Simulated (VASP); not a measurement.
A run of VASP 6.6.1:

The input INCAR:

```
PREC = Accurate
ENCUT = 520
EDIFF = 1E-7
ISMEAR = -1
SIGMA = 0.05
LREAL = F
LASPH = T
NELM = 80
ALGO = Fast
ISIF = 2
LWAVE = F
LCHARG = F
GGA = PE
NBANDS = 11
```

KPOINTS

```
regular mesh
0
Gamma
  14 14 14
```

File POSCAR:

```
Pd
1.0
    0.0000000000      1.9465000000      1.9465000000
    1.9465000000      0.0000000000      1.9465000000
    1.9465000000      1.9465000000      0.0000000000
Pd
1
Direct
    0.0000000000      0.0000000000      0.0000000000
```

Potentials or basis: VASP PAW PBE potentials, release 64 (Pd).

The run is started by

```sh
$ cat potpaw_PBE.64/Pd/POTCAR > POTCAR
$ mpirun -np 1 vasp_std > vasp.out
```

Hardware: 1 thread of Intel(R) Xeon(R) Platinum 8259CL CPU @ 2.50GHz (Skylake/Cascade Lake) (shared host).

**Question.** How long does it take, and how much memory?

**Answer.** Run time: 22 s on 1 thread of Intel(R) Xeon(R) Platinum 8259CL CPU @ 2.50GHz (Skylake/Cascade Lake) (shared host), peak memory 0.13 GiB. Counts: scf iterations 13, k points 104.
